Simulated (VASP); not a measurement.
A run of VASP 6.6.1 is set up as follows.

The input INCAR:

```
SYSTEM = NaTiO2
ALGO = Normal
EDIFF = 1E-6
ENCUT = 520
GGA = CA
ISIF = 2
ISMEAR = -1
ISPIN = 2
LASPH = .True.
LCHARG = .True.
LELF = .True.
LMAXMIX = 4
LORBIT = 11
LREAL = .False.
LVHAR = .True.
LWAVE = .False.
MAGMOM = 0 1 0 0
NBANDS = 28
NELM = 150
PREC = Accurate
SIGMA = 0.03
```

The input KPOINTS:

```
k-points
0
Gamma
  10 10 10
  0 0 0
```

Contents of POSCAR:

```
NaTiO2
1.0
    1.3503292150      0.7796129358      4.8390616170
   -1.3503292150      0.7796129358      4.8390616170
    0.0000000000     -1.5592258716      4.8390616170
Na Ti O
1 1 2
Direct
    0.0000000000      0.0000000000      0.0000000000
    0.5000000000      0.5000000000      0.5000000000
    0.7638036100      0.7638036100      0.7638036100
    0.2361963900      0.2361963900      0.2361963900
```

Potentials or basis: VASP PAW LDA potentials, release 64 (Na_pv, Ti_sv, O).

Launch:

```console
$ cat potpaw_LDA.64/Na_pv/POTCAR potpaw_LDA.64/Ti_sv/POTCAR potpaw_LDA.64/O/POTCAR > POTCAR
$ mpirun -np 1 vasp_std > vasp.out
```

**Question.** Predict the largest force.

**Answer.** 4.583 eV/Å.

**Question.** What does it give for the net moment?

**Answer.** 0.00 μB per cell.

**Question.** Estimate the pressure.

**Answer.** 92.9 GPa.

Stress tensor (GPa, compression positive):
```
91.58  0.00  0.00
 0.00 91.58  0.00
 0.00  0.00 95.60
```

Caveat: the cell stands under pressure; forces of over 1 eV/Å act on the atoms, so gaps and moduli don't describe the material at rest.
